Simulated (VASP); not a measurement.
Here is a VASP 6.6.1 calculation.

INCAR

```
SYSTEM = Ti
PREC = Accurate
ENCUT = 600
EDIFF = 1E-6
ISMEAR = -1
SIGMA = 0.08
LREAL = .FALSE.
LASPH = .TRUE.
NELM = 100
ALGO = Normal
ISIF = 3
LWAVE = .FALSE.
LCHARG = .FALSE.
GGA = PS
IBRION = 2
NSW = 100
EDIFFG = -0.002
PSTRESS = 40.0
```

The input KPOINTS:

```
Automatic mesh
0
G
  18 18 10
  0 0 0
```

The input POSCAR:

```
Ti
1.0
    2.9009130925      0.0000000000      0.0000000000
   -1.4504565462      2.5122644322      0.0000000000
    0.0000000000      0.0000000000      4.5923241493
Ti
2
Direct
    0.3333333333      0.6666666667      0.2500000000
    0.6666666667      0.3333333333      0.7500000000
```

Potentials or basis: VASP PAW PBE potentials, release 64 (Ti_sv).

Command:

```bash
$ cat potpaw_PBE.64/Ti_sv/POTCAR > POTCAR
$ mpirun -np 1 vasp_std > vasp.out
```

(1) Estimate the space group after relaxing (to 0.1 Å).

(2) Estimate the relaxed cell.

Answers

(1) P6_3/mmc (No. 194).

(2) a = 2.867 Å, b = 2.867 Å, c = 4.542 Å, α = 90.00°, β = 90.00°, γ = 120.00°.
